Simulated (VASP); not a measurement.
Runs of VASP 6.6.1 on SiC. The structure is that of space group P6_3mc (No. 186), or close to it. The cells are those of the table. 

| task | level | potentials or basis | cell | k mesh | cutoff (eV) | smearing | gap on the mesh (eV) | pressure (GPa) | relaxed volume (Å³/atom) | largest force (eV/Å) |
| --- | --- | --- | --- | --- | --- | --- | --- | --- | --- | --- |
| single point | PBEsol+D4 | VASP PAW PBE potentials, release 64 (Si, C) | a = 3.068, b = 3.068, c = 15.051 Å, angles 90.0, 90.0, 120.0°, 12 atoms | 10 × 10 × 2 | 520 | fermi-dirac 0.05 eV | 1.91 | (b) | - | - |
| single point | PBE | VASP PAW PBE potentials, release 64 (Si, C) | a = 3.095, b = 3.095, c = 15.170 Å, angles 90.0, 90.0, 120.0°, 12 atoms | 4 × 4 × 1 | 520 | fermi-dirac 0.05 eV | 2.00 | 0.3 | - | 0.19 |
| relaxation of cell and atoms | revPBE+D4 | VASP PAW PBE potentials, release 64 (Si, C) | relaxed from a = 3.095, b = 3.095, c = 15.170 Å, angles 90.0, 90.0, 120.0°, 12 atoms | 10 × 10 × 2 | 600 | fermi-dirac 0.05 eV | 2.02 | 0.0 | 10.16 | 0.01 |
| relaxation of cell and atoms | revPBE | VASP PAW PBE potentials, release 64 (Si, C) | relaxed from a = 3.095, b = 3.095, c = 15.170 Å, angles 90.0, 90.0, 120.0°, 12 atoms | 10 × 10 × 2 | 600 | fermi-dirac 0.05 eV | 2.04 | 0.0 | 10.59 | 0.01 |
| single point | BLYP+D4 | VASP PAW PBE potentials, release 64 (Si, C) | a = 3.075, b = 3.075, c = 15.093 Å, angles 90.0, 90.0, 120.0°, 12 atoms | 10 × 10 × 2 | 520 | fermi-dirac 0.05 eV | 2.33 | (a) | - | - |
| single point | revPBE+D4 | VASP PAW PBE potentials, release 64 (Si, C) | a = 3.064, b = 3.064, c = 15.036 Å, angles 90.0, 90.0, 120.0°, 12 atoms | 10 × 10 × 2 | 520 | fermi-dirac 0.05 eV | 2.02 | -0.4 | - | 0.01 |
| single point | RPBE+D3(BJ) | VASP PAW PBE potentials, release 64 (Si, C) | a = 3.007, b = 3.007, c = 14.746 Å, angles 90.0, 90.0, 120.0°, 12 atoms | 10 × 10 × 2 | 520 | fermi-dirac 0.05 eV | (c) | -0.7 | - | - |
| single point | PBE | VASP PAW PBE potentials, release 64 (Si, C) | a = 3.095, b = 3.095, c = 15.170 Å, angles 90.0, 90.0, 120.0°, 12 atoms | 10 × 10 × 2 | 520 | gaussian 0.015 eV | 2.02 | (d) | - | 0.14 |
| relaxation of cell and atoms | LDA | VASP PAW LDA potentials, release 64 (Si, C) | relaxed from a = 3.095, b = 3.095, c = 15.170 Å, angles 90.0, 90.0, 120.0°, 12 atoms | 10 × 10 × 2 | 600 | fermi-dirac 0.05 eV | 1.97 | -0.1 | 10.15 | 0.01 |
| relaxation of cell and atoms | BLYP+D4 | VASP PAW PBE potentials, release 64 (Si, C) | relaxed from a = 3.095, b = 3.095, c = 15.170 Å, angles 90.0, 90.0, 120.0°, 12 atoms | 10 × 10 × 2 | 600 | fermi-dirac 0.05 eV | 2.34 | -0.1 | 10.32 | 0.01 |
| relaxation of cell and atoms | PBEsol | VASP PAW PBE potentials, release 64 (Si, C) | relaxed from a = 3.095, b = 3.095, c = 15.170 Å, angles 90.0, 90.0, 120.0°, 12 atoms | 10 × 10 × 2 | 600 | fermi-dirac 0.05 eV | 1.91 | -0.1 | 10.35 | 0.01 |
| single point | LDA | VASP PAW LDA potentials, release 64 (Si, C) | a = 3.095, b = 3.095, c = 15.170 Å, angles 90.0, 90.0, 120.0°, 12 atoms | 10 × 10 × 2 | 520 | fermi-dirac 0.05 eV | 1.97 | -6.9 | - | 0.14 |

Alike in all rows: no spin polarisation.

Problem. Fill in the values left out.

Solution. (a) 0.6; (b) 0.4; (c) 2.01; (d) 0.2.

Caveats: some runs use coarse meshes; the PAW data sets were made with another functional, which shifts forces and pressure a little (at least some runs); an odd mesh through Γ misses points on the zone boundary, where band edges can lie (at least some runs); the cell stands under tension (at least some runs).
